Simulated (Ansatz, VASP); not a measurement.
SiGe4 in VASP and in Ansatz

```
Si Ge
1.0
     3.85035    0.00000    0.00000
    -1.92517    3.33450    0.00000
     0.00000    0.00000    8.38719
Si Ge
1 4
Direct
  0.00000 0.00000 0.00000
  0.33333 0.66667 0.81341
  0.66667 0.33333 0.18659
  0.00000 0.00000 0.65680
  0.00000 0.00000 0.34320
```

Alike in both runs: functional PBE; k mesh 12 × 12 × 6; occupations gaussian, width 0.1 eV; no spin polarisation.

Ansatz relaxed the structure, and its values are those at the end. VASP's run is a single point on that final structure, the one shown.

```csv
,VASP,Ansatz
version,VASP 6.6.1,Ansatz 0.2.0
potentials or method,"VASP PAW PBE potentials, release 64 (Si, Ge_d), cutoff 520 eV","scalar-relativistic, plane waves, PAW"
valence electrons in the cell,60,60
```

VASP gave:

* gap on the k mesh at the Fermi level (eV): none
* pressure (GPa): -0.1

Q: Which values does Ansatz return?

A: gap on the k mesh at the Fermi level (eV): none; pressure (GPa): 0.0.

A gap of «none» marks a metal or a gap that the smearing closes. With one functional, cell and mesh, what is left measures potentials, basis and numerics.
